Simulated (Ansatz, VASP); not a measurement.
# One calculation of ScIn3SbP, two programs

```
Sc In Sb P
1.0
     5.73311    0.00000    0.00000
    -2.86655    4.96502    0.00000
     0.00000    0.00000    5.46732
Sc In Sb P
1 3 1 1
Direct
  0.00000 0.00000 0.00000
  0.49833 0.99667 0.50000
  0.00333 0.50167 0.50000
  0.49833 0.50167 0.50000
  0.66667 0.33333 0.00000
  0.33333 0.66667 0.00000
```

Change from the starting cell: species swapped into the LaMnAlNi3 type (P-6m2, No. 187).

Alike in both runs: functional PBE; k mesh 6 × 6 × 4; occupations gaussian, width 0.1 eV; no spin polarisation.

Ansatz relaxed the structure, and its values are those at the end. VASP's run is a single point on that final structure, the one shown.

```csv
,VASP,Ansatz
version,VASP 6.6.1,Ansatz 0.2.0
potentials or method,"VASP PAW PBE potentials, release 64 (Sc_sv, In_d, Sb, P), cutoff 520 eV","scalar-relativistic, plane waves, PAW"
valence electrons in the cell,60,70
```

```tsv
	VASP	Ansatz	Ansatz less VASP
gap on the k mesh at the Fermi level (eV)	none	none	-
pressure (GPa)	0.2	0.2	+0.02
rms of the force components (eV/Å)	0.004	0.004	-0.0001
```

A gap of «none» marks a metal or a gap that the smearing closes. VASP's potentials hold 60 valence electrons a cell and Ansatz's 70, so a difference there can come from the potentials and not from the codes.

Neither program's run includes spin-orbit coupling.
